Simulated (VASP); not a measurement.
# ZrB2 (Cmcm) in VASP: single point with r2SCAN

Aim: the single point of ZrB2 with r2SCAN.

Everything below comes from runs of VASP 6.6.1. Logs are shortened: lines on timing, memory, paths and dates and some standing lists are left out, and cuts for length are marked.

## 1. The cell of the first run

The structure is orthorhombic, space group Cmcm (No. 63). The conventional cell has a = 3.192 Å, b = 12.664 Å, c = 3.149 Å, α = 90.00°, β = 90.00°, γ = 90.00°. B (site symmetry m2m) has 8 B at 2.24 to 2.88 Å and 4 Zr at 2.43 to 2.44 Å within 3.0 Å. Within 2.9 Å of B (site symmetry m2m) lie 6 B at 2.21 to 2.88 Å and 6 Zr at 2.31 to 2.63 Å. Within 3.2 Å of Zr (site symmetry m2m) lie 10 B at 2.31 to 2.63 Å and 6 Zr at 3.07 to 3.19 Å.

## 2. Single point, r2SCAN

POSCAR reads:

```
ZrB2
1.0
    3.1917820000      0.0000000000      0.0000000000
    1.5958910000     -6.3320830000      0.0000000000
    0.0000000000      0.0000000000     -3.1488810000
B Zr
4 2
Direct
    0.7500000000      0.5000000000      0.7500000000
    0.2500000000      0.5000000000      0.2500000000
    0.4390000000      0.1220000000      0.7500000000
    0.5610000000      0.8780000000      0.2500000000
    0.1040000000      0.7920000000      0.7500000000
    0.8960000000      0.2080000000      0.2500000000
```

INCAR.step1 reads:

```
PREC     = Accurate       # precision mode
ENCUT    = 520            # plane-wave cutoff, eV
ISMEAR   = -1             # smearing method
SIGMA    = 0.0759         # smearing width, eV
LREAL    = False          # projectors in reciprocal space
LASPH    = True           # aspherical terms in the spheres
NELM     = 80             # most SCF steps
NBANDS   = 27             # bands
GGA      = PE             # functional
ALGO     = Normal         # electronic algorithm
EDIFF    = 1E-4           # SCF threshold, eV
LWAVE    = True           # write WAVECAR
LCHARG   = False          # write CHGCAR
```

INCAR.step2 reads:

```
PREC     = Accurate       # precision mode
ENCUT    = 520            # plane-wave cutoff, eV
EDIFF    = 1E-7           # SCF threshold, eV
ISMEAR   = -1             # smearing method
SIGMA    = 0.0759         # smearing width, eV
LREAL    = False          # projectors in reciprocal space
LASPH    = True           # aspherical terms in the spheres
NELM     = 80             # most SCF steps
ALGO     = Normal         # electronic algorithm
ISIF     = 2              # what is computed and relaxed
LWAVE    = False          # write WAVECAR
LCHARG   = True           # write CHGCAR
METAGGA  = R2SCAN         # meta-GGA
LMIXTAU  = True         
LELF     = True           # ELF
LVHAR    = True         
NBANDS   = 27             # bands
ISTART   = 1
```

KPOINTS reads:

```
Automatic mesh
0
Gamma
  8 8 8
```

Potentials or basis: VASP PAW PBE potentials, release 64 (B, Zr_sv).

On the command line:

```console
cat potpaw_PBE.64/B/POTCAR potpaw_PBE.64/Zr_sv/POTCAR > POTCAR
cp INCAR.step1 INCAR
mpirun -np 1 vasp_std > vasp.out
cp INCAR.step2 INCAR
mpirun -np 1 vasp_std > vasp.out
```

OUTCAR:

```text
PREC = Accurate
   ENCUT = 520
   EDIFF = 1E-7
   ISMEAR = -1
   LREAL = False
   LASPH = True
   NELM = 80
   ISIF = 2
   METAGGA = R2SCAN
   ISTART = 1

 ion  position               nearest neighbor table
   1  0.750  0.500  0.750-   6 2.43   6 2.43   5 2.44   5 2.44
   2  0.250  0.500  0.250-   5 2.43   5 2.43   6 2.44   6 2.44
   3  0.439  0.122  0.750-   6 2.31   6 2.31   6 2.31   6 2.31   5 2.63   5 2.63
   4  0.561  0.878  0.250-   5 2.31   5 2.31   5 2.31   5 2.31   6 2.63   6 2.63
   5  0.104  0.792  0.750-   4 2.31   4 2.31   4 2.31   4 2.31   2 2.43   2 2.43   1 2.44   1 2.44
                             3 2.63   3 2.63   6 3.07   6 3.07
   6  0.896  0.208  0.250-   3 2.31   3 2.31   3 2.31   3 2.31   1 2.43   1 2.43   2 2.44   2 2.44
                             4 2.63   4 2.63   5 3.07   5 3.07

  LATTYP: Found a base centered orthorhombic cell.
 ALAT       =     3.1917820000
 B/A-ratio  =     3.9677415312
 C/A-ratio  =     0.9865589191

  Lattice vectors:

 A1 = (   1.5958910000,   6.3320830000,   0.0000000000)
 A2 = (   1.5958910000,  -6.3320830000,   0.0000000000)
 A3 = (   0.0000000000,   0.0000000000,  -3.1488810000)

Analysis of symmetry for initial positions (statically):
=====================================================================
 Subroutine PRICEL returns:
 Original cell was already a primitive cell.

 Routine SETGRP: Setting up the symmetry group for a
 base centered orthorhombic supercell.

 Subroutine GETGRP returns: Found  8 space group operations
 (whereof  4 operations were pure point group operations)
 out of a pool of  8 trial point group operations.

The static configuration has the point symmetry C_2h.
 The point group associated with its full space group is D_2h.

Analysis of symmetry for dynamics (positions and initial velocities):
=====================================================================
 Subroutine PRICEL returns:
 Original cell was already a primitive cell.

 Routine SETGRP: Setting up the symmetry group for a
 base centered orthorhombic supercell.

 Subroutine GETGRP returns: Found  8 space group operations
 (whereof  4 operations were pure point group operations)
 out of a pool of  8 trial point group operations.

The dynamic configuration has the point symmetry C_2h.
 The point group associated with its full space group is D_2h.

 Subroutine INISYM returns: Found  8 space group operations
 (whereof  4 operations are pure point group operations),
 and found     1 'primitive' translations

----------------------------------------------------------------------------------------

[... 99 lines left out ...]
   NELM   =     80;   NELMIN=  2; NELMDL=  0     # of ELM steps
   EDIFF  = 0.1E-06   stopping-criterion for ELM
   LREAL  =      F    real-space projection
   EDIFFG = 0.1E-05   stopping-criterion for IOM
   NSW    =      0    number of steps for IOM
   IBRION =     -1    ionic relax: 0-MD 1-quasi-New 2-CG
   NFREE  =      0    steps in history (QN), initial steepest desc. (CG)
   ISIF   =      2    stress and relaxation
   ISYM   =      2    0-nonsym 1-usesym 2-fastsym
   POTIM  = 0.5000    time-step for ionic-motion
   TEBEG  =    0.0;   TEEND  =   0.0 temperature during run
   PSTRESS=    0.0 pullay stress
   NELECT =      36.0000    total number of electrons
   NUPDOWN=      -1.0000    fix difference up-down
   EMIN   =  10.00;   EMAX   =-10.00  energy-range for DOS
   EFERMI =   0.00;   METHOD = LEGACY
   ISMEAR =    -1;   SIGMA  =   0.08  broadening in eV -4-tet -1-fermi 0-gaus
   EFERMI_NEDOS =   21; number of points for ismear=-14 and -15
   IALGO  =     38    algorithm
   IMIX   =      4    mixing-type and parameters
     AMIX     =   0.40;   BMIX     =  1.00
     AMIX_MAG =   1.60;   BMIX_MAG =  1.00
  volume/ion in A,a.u.               =      10.61        71.58
  Fermi-wavevector in a.u.,A,eV,Ry     =   1.353932  2.558561 24.941287  1.833133
  Thomas-Fermi vector in A             =   2.481146
   LORBIT       =      0    0 simple, 1 ext, 2 COOP (PROOUT), +10 PAW based schemes
   METAGGA = R2SCAN    functional components
   LHFCALC =     F    Hartree Fock is set to
   AEXX    =    0.0000 exact exchange contribution
   IVDW    =     0    specifies the selected vdW correction
   LEPSILON=     F    determine dielectric tensor
   LRPA    =     F    only Hartree local field effects (RPA)
 non-spin polarized calculation
  energy-cutoff  :      520.00
  volume of cell :       63.64
 maximum number of plane-waves:      1736
   NGX = 11   NGY = 25   NGZ = 11

 number of electron      36.0000001 magnetization

 Free energy of the ion-electron system (eV)
  ---------------------------------------------------
  ext. energy  EPLUGINS =         0.00000000
  ---------------------------------------------------
  free energy    TOTEN  =       -71.73661458 eV

  energy without entropy =      -71.66124314  energy(sigma->0) =      -71.69892886

 E-fermi :   8.7501     XC(G=0): -13.2385

 val. band max:        8.7480078441   @ k =  -0.1250   0.1250   0.2500
 cond. band min:       8.7564842420   @ k =   0.5000   0.1250   0.5000
 fundamental gap:      0.0084763979
 Fermi energy:         8.7500799689

 k-point     1 :       0.0000    0.0000    0.0000
  band No.  band energies     occupation
      1     -39.7681      2.00000
      2     -39.6701      2.00000
      3     -17.8116      2.00000
      4     -17.0651      2.00000
      5     -17.0136      2.00000
      6     -16.9912      2.00000
[... 709 lines left out ...]
     26      15.7019      0.00000
     27      16.5674      0.00000

 [... further k-points ...]
[... 5 lines left out ...]
  --------------------------------------------------------------------------------------
  -------------------------------------------------------------------------------------
  Total       14.9494531      7.9870812     12.3472945      0.0000000      0.0000000      0.0000000
  in kB      376.3568436    201.0771014    310.8467414      0.0000000      0.0000000      0.0000000
  external PRESSURE =     296.0935621 kB  Pullay stress =       0.0000000 kB

 VOLUME and BASIS-vectors are now :
 -----------------------------------------------------------------------------
  energy-cutoff  :      520.00
  volume of cell :       63.64
      direct lattice vectors                 reciprocal lattice vectors
     3.191782000  0.000000000  0.000000000     0.313304605  0.078962957  0.000000000
     1.595891000 -6.332083000  0.000000000     0.000000000 -0.157925915  0.000000000
     0.000000000  0.000000000 -3.148881000     0.000000000  0.000000000 -0.317573132

 POSITION                                       TOTAL-FORCE (eV/Angst)
 -----------------------------------------------------------------------------------
      3.19178     -3.16604     -2.36166         0.000000     -0.072361     -0.000000
      1.59589     -3.16604     -0.78722         0.000000      0.072361      0.000000
      1.59589     -0.77251     -2.36166         0.000000      3.270876      0.000000
      3.19178     -5.55957     -0.78722         0.000000     -3.270876      0.000000
      1.59589     -5.01501     -2.36166         0.000000     -0.262532     -0.000000
      3.19178     -1.31707     -0.78722         0.000000      0.262532      0.000000
 -----------------------------------------------------------------------------------
    total drift:                                0.000000     -0.000000      0.000000

  FREE ENERGIE OF THE ION-ELECTRON SYSTEM (eV)
  ---------------------------------------------------
  free  energy   TOTEN  =       -71.7366145833 eV

  energy  without entropy=      -71.6612431434  energy(sigma->0) =      -71.69892886
```

OSZICAR.step1:

```text
N       E                     dE             d eps       ncg     rms          rms(c)
DAV:   1     0.259369410009E+03    0.25937E+03   -0.18661E+04  5670   0.132E+03
DAV:   2    -0.217979573620E+02   -0.28117E+03   -0.27225E+03  6453   0.359E+02
DAV:   3    -0.429702680331E+02   -0.21172E+02   -0.20742E+02 10447   0.737E+01
DAV:   4    -0.435374185129E+02   -0.56715E+00   -0.56589E+00  7241   0.121E+01
DAV:   5    -0.435535331606E+02   -0.16115E-01   -0.16112E-01  8889   0.162E+00    0.365E+01
DAV:   6    -0.409476553690E+02    0.26059E+01   -0.97169E+00  7105   0.160E+01    0.156E+01
DAV:   7    -0.410773175729E+02   -0.12966E+00   -0.34060E+00  8347   0.879E+00    0.587E+00
DAV:   8    -0.408671582793E+02    0.21016E+00   -0.86365E-01  7068   0.484E+00    0.236E+00
DAV:   9    -0.408705610696E+02   -0.34028E-02   -0.88180E-02  7382   0.189E+00    0.250E-01
DAV:  10    -0.408697751567E+02    0.78591E-03   -0.98036E-03  8050   0.556E-01    0.115E-01
DAV:  11    -0.408696646275E+02    0.11053E-03   -0.10396E-03  7162   0.183E-01    0.284E-02
DAV:  12    -0.408696690055E+02   -0.43781E-05   -0.67049E-05  3887   0.586E-02
   1 F= -.40869669E+02 E0= -.40828754E+02  d E =-.818302E-01
```

Wall time 6.7 min (1 thread of Intel Xeon Platinum 8259CL at 2.50GHz (Skylake/Cascade Lake), shared host); peak memory 0.28 GiB.

What came out:

```
Free energy            : -71.7366 eV
Pressure               : 29.6 GPa
Largest force          : 3.271 eV/Å
Band gap on the k mesh : zero (bands 18 and 19 overlap by 1.70 eV)
```

Forces on the atoms (eV/Å):
```
B    0.000 -0.072  0.000
B    0.000  0.072  0.000
B    0.000  3.271  0.000
B    0.000 -3.271  0.000
Zr   0.000 -0.263  0.000
Zr   0.000  0.263  0.000
```

Caveat: the cell stands under pressure; the PAW data sets were made with another functional, which shifts forces and pressure a little.
